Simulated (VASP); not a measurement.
Zn3Cd2S5, 10 atoms in the cell. The structure is tetragonal, space group I-4m2 (No. 119). Conventional cell: a = 3.902 Å, b = 3.902 Å, c = 27.590 Å, α = 90.00°, β = 90.00°, γ = 90.00°. Zn (site symmetry 2mm) has 4 S at 2.39 Å within 3.2 Å. Zn (site symmetry -4m2) has 4 S at 2.39 Å within 3.2 Å. Within 3.2 Å of Cd (site symmetry 2mm) lie 4 S at 2.39 Å. S (site symmetry -4m2) has 4 Cd at 2.39 Å within 3.2 Å. Within 3.2 Å of S (site symmetry 2mm) lie 2 Zn at 2.39 Å and 2 Cd at 2.39 Å. Within 3.2 Å of S (site symmetry 2mm) lie 4 Zn at 2.39 Å. 

* Program: VASP 6.6.1
* Task: single point
* Functional: PBE
* Potentials or basis: VASP PAW PBE potentials, release 64 (Zn, Cd, S)
* Cutoff: 520 eV
* k mesh: 6 × 6 × 6
* Occupations: gaussian, width 0.1 eV
* Spin: no spin polarisation
* Dipole correction: no
* Further INCAR settings: ALGO = Normal; EDIFF = 1e-06; NBANDS = 56

Potentials or basis: VASP PAW PBE potentials, release 64 (Zn, Cd, S).

The run is started by

```sh
$ cat potpaw_PBE.64/Zn/POTCAR potpaw_PBE.64/Cd/POTCAR potpaw_PBE.64/S/POTCAR > POTCAR
$ mpirun -np 1 vasp_std > vasp.out
```

Hardware: 1 thread of Intel(R) Xeon(R) 6975P-C (Granite Rapids), on a shared host.

Problem. How long does it take, and how much memory?

Solution. It took 46 min on 1 thread of Intel(R) Xeon(R) 6975P-C (Granite Rapids) (shared host), peak memory 2.1 GiB. Counts: scf iterations 15, k points 30.
